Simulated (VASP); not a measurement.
Write the native input for VASP 6.6.1 that does the following.

- Task: single point
- Functional: PBE
- Potentials or basis: VASP PAW PBE potentials, release 64 (Mg, O)
- Cutoff: 520 eV
- k mesh: 9 × 9 × 6
- Occupations: gaussian, width 0.05 eV
- Spin: no spin polarisation
- Dipole correction: no
- Further INCAR settings: ALGO = Normal; EDIFF = 1e-06; NBANDS = 16

The structure of MgO lies in POSCAR:

```
MgO
1.0
    3.5000610227      0.0000000000      0.0000000000
   -1.7500305114      3.0311417604      0.0000000000
    0.0000000000      0.0000000000      4.5654795980
Mg O
2 2
Direct
    0.6666666667      0.3333333333      0.7500000000
    0.3333333333      0.6666666667      0.2500000000
    0.6666666667      0.3333333333      0.2500000000
    0.3333333333      0.6666666667      0.7500000000
```

This cell differs from its parent crystal: volume 12.109 Å^3 an atom, c/a of the conventional cell 1.3044.

These files were run (other wordings do the same):

INCAR

```
  PREC = Accurate
  ENCUT = 520
  EDIFF = 1E-6
  ISMEAR = 0
  SIGMA = 0.05
  LREAL = F
  LASPH = T
  NELM = 60
  ALGO = Normal
  ISIF = 2
  LWAVE = F
  LCHARG = T
  GGA = PE
  LELF = T
  LVHAR = T
  NBANDS = 16
```

KPOINTS

```
regular mesh
0
Gamma
  9 9 6
```

Potentials or basis: VASP PAW PBE potentials, release 64 (Mg, O).

Run with:

```sh
$ cat potpaw_PBE.64/Mg/POTCAR potpaw_PBE.64/O/POTCAR > POTCAR
$ mpirun -np 1 vasp_std > vasp.out
```

It gave:

```yaml
Pressure: -6.3 GPa
Band_gap_on_the_k_mesh: 2.83 eV, direct
```

Run time: 37 s on 1 thread of Intel(R) Xeon(R) Platinum 8259CL CPU @ 2.50GHz (Skylake/Cascade Lake), on a shared host, peak memory 0.18 GiB.
